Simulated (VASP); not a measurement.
# Ge2Sb2Se (P4/mmm) in VASP: notebook, part 2 of 2

VASP 6.6.1. Earlier steps stand in the parts before.

## Step 3: Single point, PBE

This run uses another cell than the first one, of 28.41 Å³/atom, 1.151 times its volume.

The input, INCAR:

```
SYSTEM = Ge2Sb2Se
PREC     = Accurate       ! precision mode
ENCUT    = 520            ! plane-wave cutoff, eV
EDIFF    = 1E-6           ! SCF threshold, eV
ISMEAR   = 0              ! smearing method
SIGMA    = 0.1            ! smearing width, eV
LREAL    = .False.        ! projectors in reciprocal space
LASPH    = .True.         ! aspherical terms in the spheres
NELM     = 100            ! most SCF steps
ALGO     = Normal         ! electronic algorithm
ISIF     = 2              ! what is computed and relaxed
LWAVE    = .False.        ! write WAVECAR
LCHARG   = .True.         ! write CHGCAR
GGA      = PE             ! functional
LELF     = .True.         ! ELF
LVHAR    = .True.       
NBANDS   = 30             ! bands
```

The input, KPOINTS:

```
Automatic mesh
0
Gamma
  4 4 4
  0 0 0
```

The input, POSCAR:

```
Ge2Sb2Se
1.0
    4.1351978021      0.0000000000      0.0000000000
    0.0000000000      4.1351978021      0.0000000000
    0.0000000000      0.0000000000      8.3082923628
Ge Sb Se
2 2 1
Direct
    0.5000000000      0.5000000000      0.2071133033
    0.5000000000      0.5000000000      0.7928866967
    0.0000000000      0.0000000000      0.8329437712
    0.0000000000      0.0000000000      0.1670562288
    0.5000000000      0.5000000000      0.5000000000
```

Potentials or basis: VASP PAW PBE potentials, release 64 (Ge_d, Sb, Se).

Started as:

```sh
> cat potpaw_PBE.64/Ge_d/POTCAR potpaw_PBE.64/Sb/POTCAR potpaw_PBE.64/Se/POTCAR > POTCAR
> mpirun -np 1 vasp_std > vasp.out
```

Wall time 31 s (1 thread of Intel Xeon 6975P-C (Granite Rapids), shared host); peak memory 0.28 GiB.

The run converged. Its results:

| Quantity | Value |
| --- | --- |
| Free energy | -20.0066 eV |
| Pressure | 0.0 GPa |
| Largest force | 0.024 eV/Å |
| Band gap on the k mesh | zero (band 22 reaches 5.31 eV, above the bottom of band 23 at 2.86 eV) |

Forces in eV/Å, atoms in the order of the input:
```
Ge   0.000  0.000 -0.010
Ge   0.000  0.000  0.010
Sb   0.000  0.000 -0.024
Sb   0.000  0.000  0.024
Se   0.000  0.000  0.000
```

Stress tensor (GPa, compression positive):
```
-0.05  0.00  0.00
 0.00 -0.05  0.00
 0.00  0.00  0.13
```

Levels at points of the mesh, in eV from the Fermi level:
| k point | band 19 | band 20 | band 21 | band 22 | band 23 | band 24 | band 25 | band 26 |
| --- | --- | --- | --- | --- | --- | --- | --- | --- |
| (0.00, 0.00, 0.00) | -1.99 | -1.49 | -1.49 | -0.39 | -0.39 | 1.41 | 3.15 | 3.18 |
| (0.50, 0.00, 0.00) | -0.77 | -0.62 | -0.52 | 0.74 | 0.83 | 0.98 | 1.30 | 1.33 |
| (0.50, 0.50, 0.00) | -3.83 | -2.18 | -1.95 | -1.71 | -1.71 | 0.48 | 3.46 | 4.50 |
| (0.00, 0.00, 0.50) | -2.11 | -2.11 | -1.57 | 0.15 | 0.15 | 0.97 | 3.27 | 4.11 |
| (0.50, 0.00, 0.50) | -1.13 | -0.50 | 0.28 | 0.57 | 0.94 | 1.29 | 1.40 | 1.94 |
| (0.50, 0.50, 0.50) | -4.23 | -3.55 | -1.76 | -1.22 | -1.22 | 2.55 | 3.09 | 3.09 |

Caveat: the k points lie up to 0.38 Å⁻¹ apart; spin-orbit coupling is left out, which moves the levels of the heavy elements.

## Step 4: Relaxation of cell and atoms, PBE

The input, INCAR:

```
SYSTEM = Ge2Sb2Se
ALGO = Normal
EDIFF = 1E-6
EDIFFG = -0.04
ENCUT = 600
GGA = PE
IBRION = 2
ISIF = 3
ISMEAR = 0
LASPH = .TRUE.
LCHARG = .FALSE.
LREAL = .FALSE.
LWAVE = .FALSE.
NELM = 60
NSW = 90
PREC = Accurate
SIGMA = 0.1
```

The input, KPOINTS:

```
k-points
0
G
  4 4 4
  0 0 0
```

The input, POSCAR:

```
Ge2Sb2Se
1.0
    4.4447225900      0.0000000000      0.0000000000
    0.0000000000      4.4447225900      0.0000000000
    0.0000000000      0.0000000000      6.2461182800
Ge Sb Se
2 2 1
Direct
    0.5000000000      0.5000000000      0.2009976600
    0.5000000000      0.5000000000      0.7990023400
    0.0000000000      0.0000000000      0.7400320000
    0.0000000000      0.0000000000      0.2599680000
    0.5000000000      0.5000000000      0.5000000000
```

Started as:

```sh
> cat potpaw_PBE.64/Ge_d/POTCAR potpaw_PBE.64/Sb/POTCAR potpaw_PBE.64/Se/POTCAR > POTCAR
> mpirun -np 1 vasp_std > vasp.out
```

Run time: 21 min. Hardware: 1 thread of Intel Xeon 6975P-C (Granite Rapids), shared host; peak memory 0.3 GiB.

Results (log left out):

```
Free energy                            : -19.9966 eV
Relaxed volume                         : 28.34 Å³/atom
Relaxed cell                           : a = 4.133 Å, b = 4.133 Å, c = 8.295 Å, α = 90.00°, β = 90.00°, γ = 90.00°
Space group after relaxing (to 0.05 Å) : P4/mmm (No. 123)
Energy gained by relaxing              : 1518.3 meV/atom
Ionic steps                            : 67
Pressure after relaxing                : -0.1 GPa
Largest force after relaxing           : 0.038 eV/Å
Band gap on the k mesh                 : zero (band 22 reaches 5.31 eV, above the bottom of band 23 at 2.88 eV)
```

Forces in eV/Å, atoms in the order of the input:
```
Ge   0.000  0.000 -0.015
Ge   0.000  0.000  0.015
Sb   0.000  0.000  0.038
Sb   0.000  0.000 -0.038
Se   0.000  0.000  0.000
```

The path:
```
step  energy change (eV)  largest force (eV/Å)  pressure (GPa)  volume (Å³)
   1              0.0000               13.8850           26.06       123.40
   3             -1.9079               10.4650           -3.48       182.75
   5             -4.9673                5.5476           -3.32       149.29
   7             -5.1748                4.6267           -1.57       142.66
   9             -6.6087                0.3601           -4.44       141.05
  11             -6.6704                0.2321           -4.06       140.30
  13             -6.8465                0.6206            0.27       127.41
  15             -6.8801                0.4398           -0.11       127.51
  17             -6.9091                0.2027            0.22       125.73
  19             -6.9167                0.1258           -0.17       126.60
  21             -6.9316                0.1581            0.88       124.78
  23             -6.9079                0.6944            7.35       116.82
  25             -6.9399                0.3940            3.44       121.38
  27             -6.9408                0.3963            3.51       121.33
  29             -6.9446                0.4049            3.71       121.13
  31             -6.9588                0.4460            4.33       120.33
  33             -7.0610                0.7530            7.69       117.16
  35             -7.0565                0.7433            7.85       117.03
  37             -7.0600                0.6494            8.32       116.74
  39             -7.0720                0.6081            8.88       116.54
  41             -7.1336                0.5459            8.23       117.61
  43             -7.3508                0.2793            5.41       122.48
  45             -7.4208                0.9744           -1.29       143.35
  47             -7.5236                0.4559            0.81       133.61
  49             -7.5325                0.3094            0.75       133.51
  51             -7.5437                0.2163            0.06       134.32
  53             -7.5483                0.1799            0.07       134.62
  55             -7.5572                0.2001            0.21       135.96
  57             -7.5655                0.2423           -0.05       137.31
  59             -7.5776                0.3197           -0.83       143.39
  61             -7.5807                0.2892           -0.58       141.87
  63             -7.5890                0.0815           -0.28       143.45
  65             -7.5899                0.0922           -0.34       142.97
  67             -7.5915                0.0385           -0.05       141.70
```

Final structure:
```yaml
crystal:
  lattice:
    - [4.13300, 0.00000, 0.00000]
    - [0.00000, 4.13300, 0.00000]
    - [0.00000, 0.00000, 8.29540]
  atoms:
    - { symbol: Ge, position: [0.50000, 0.50000, 0.20666] }
    - { symbol: Ge, position: [0.50000, 0.50000, 0.79334] }
    - { symbol: Sb, position: [0.00000, 0.00000, 0.83220] }
    - { symbol: Sb, position: [0.00000, 0.00000, 0.16780] }
    - { symbol: Se, position: [0.50000, 0.50000, 0.50000] }
```

Levels at points of the mesh, in eV from the Fermi level:
| k point | band 19 | band 20 | band 21 | band 22 | band 23 | band 24 | band 25 | band 26 |
| --- | --- | --- | --- | --- | --- | --- | --- | --- |
| (0.00, 0.00, 0.00) | -2.00 | -1.50 | -1.50 | -0.38 | -0.38 | 1.41 | 3.14 | 3.18 |
| (0.50, 0.00, 0.00) | -0.76 | -0.60 | -0.51 | 0.72 | 0.83 | 0.97 | 1.30 | 1.32 |
| (0.50, 0.50, 0.00) | -3.85 | -2.17 | -1.95 | -1.72 | -1.72 | 0.47 | 3.43 | 4.53 |
| (0.00, 0.00, 0.50) | -2.12 | -2.12 | -1.55 | 0.15 | 0.15 | 0.97 | 3.27 | 4.24 |
| (0.50, 0.00, 0.50) | -1.13 | -0.50 | 0.27 | 0.57 | 0.93 | 1.28 | 1.41 | 2.20 |
| (0.50, 0.50, 0.50) | -4.24 | -3.56 | -1.76 | -1.22 | -1.22 | 2.52 | 3.11 | 3.11 |

Caveat: spin-orbit coupling is left out, which moves the levels of the heavy elements.

## Step 5: Single point, PBE

This run uses another cell than the first one, of 28.65 Å³/atom, 1.161 times its volume.

The input, INCAR:

```
ALGO     = Normal         # electronic algorithm
EDIFF    = 1E-7           # SCF threshold, eV
ENCUT    = 520            # plane-wave cutoff, eV
GGA      = PE             # functional
ISIF     = 2              # what is computed and relaxed
ISMEAR   = 0              # smearing method
LASPH    = T              # aspherical terms in the spheres
LCHARG   = F              # write CHGCAR
LREAL    = F              # projectors in reciprocal space
LWAVE    = F              # write WAVECAR
NBANDS   = 30             # bands
NELM     = 100            # most SCF steps
PREC     = Accurate       # precision mode
SIGMA    = 0.1            # smearing width, eV
```

The input, KPOINTS:

```
k-points
0
Gamma
  10 10 6
```

The input, POSCAR:

```
Ge2Sb2Se
1.0
    4.1133566125      0.0000000000      0.0000000000
    0.0000000000      4.1133566125      0.0000000000
    0.0000000000      0.0000000000      8.4666905223
Ge Sb Se
2 2 1
Direct
    0.5000000000      0.5000000000      0.2134928399
    0.5000000000      0.5000000000      0.7865071601
    0.0000000000      0.0000000000      0.8335901084
    0.0000000000      0.0000000000      0.1664098916
    0.5000000000      0.5000000000      0.5000000000
```

Started as:

```sh
> cat potpaw_PBE.64/Ge_d/POTCAR potpaw_PBE.64/Sb/POTCAR potpaw_PBE.64/Se/POTCAR > POTCAR
> mpirun -np 1 vasp_std > vasp.out
```

Run time: 3.1 min. Hardware: 1 thread of Intel Xeon 6975P-C (Granite Rapids), shared host; peak memory 0.5 GiB.

Results (log left out):

| Property | Result |
| --- | --- |
| Free energy | -20.0043 eV |
| Pressure | 0.0 GPa |
| Largest force | 0.028 eV/Å |
| Band gap on the k mesh | zero (band 22 reaches 5.36 eV, above the bottom of band 23 at 2.77 eV) |

Forces in eV/Å, atoms in the order of the input:
```
Ge   0.000  0.000 -0.010
Ge   0.000  0.000  0.010
Sb   0.000  0.000 -0.028
Sb   0.000  0.000  0.028
Se   0.000  0.000  0.000
```

Stress tensor (GPa, compression positive):
```
-0.04  0.00  0.00
 0.00 -0.04  0.00
 0.00  0.00  0.15
```

Levels at points of the mesh, in eV from the Fermi level:
```
           k point  band 19  band 20  band 21  band 22  band 23  band 24  band 25  band 26
(0.00, 0.00, 0.00)    -1.89    -1.38    -1.38    -0.24    -0.24     1.67     2.99     3.35
(0.50, 0.00, 0.00)    -0.75    -0.56    -0.31     0.98     1.08     1.16     1.55     1.64
(0.50, 0.50, 0.00)    -3.78    -2.18    -1.83    -1.60    -1.60     0.73     3.35     4.40
(0.00, 0.00, 0.50)    -1.96    -1.96    -1.56     0.24     0.24     0.85     3.46     4.16
(0.50, 0.00, 0.50)    -0.97    -0.29     0.53     0.90     1.05     1.45     1.61     2.06
(0.50, 0.50, 0.50)    -4.14    -3.30    -1.67    -1.16    -1.16     2.56     3.05     3.05
```

Caveat: spin-orbit coupling is left out, which moves the levels of the heavy elements.

## Step 6: Overview

| task | cell | k mesh | cutoff (eV) | gap on the mesh (eV) | pressure (GPa) | largest force (eV/Å) |
| --- | --- | --- | --- | --- | --- | --- |
| single point | a = 4.445, b = 4.445, c = 6.246 Å, 5 atoms | 4 × 4 × 4 | 520 | none | 26.0 | 13.89 |
| single point | a = 4.135, b = 4.135, c = 8.308 Å, 5 atoms | 4 × 4 × 4 | 520 | none | 0.0 | 0.02 |
| relaxation of cell and atoms | relaxed from a = 4.445, b = 4.445, c = 6.246 Å, 5 atoms | 4 × 4 × 4 | 600 | none | -0.1 | 0.04 |
| single point | a = 4.113, b = 4.113, c = 8.467 Å, 5 atoms | 10 × 10 × 6 | 520 | none | 0.0 | 0.03 |

Alike in all rows: level PBE; potentials or basis VASP PAW PBE potentials, release 64 (Ge_d, Sb, Se); no spin polarisation; smearing gaussian 0.1 eV.

Caveats: some runs use coarse meshes; spin-orbit coupling is left out, which moves the levels of the heavy elements; forces of over 1 eV/Å act on the atoms, so gaps and moduli don't describe the material at rest (some runs).

Total energies depend on the potentials used, so only differences within one code and one set of settings carry meaning.
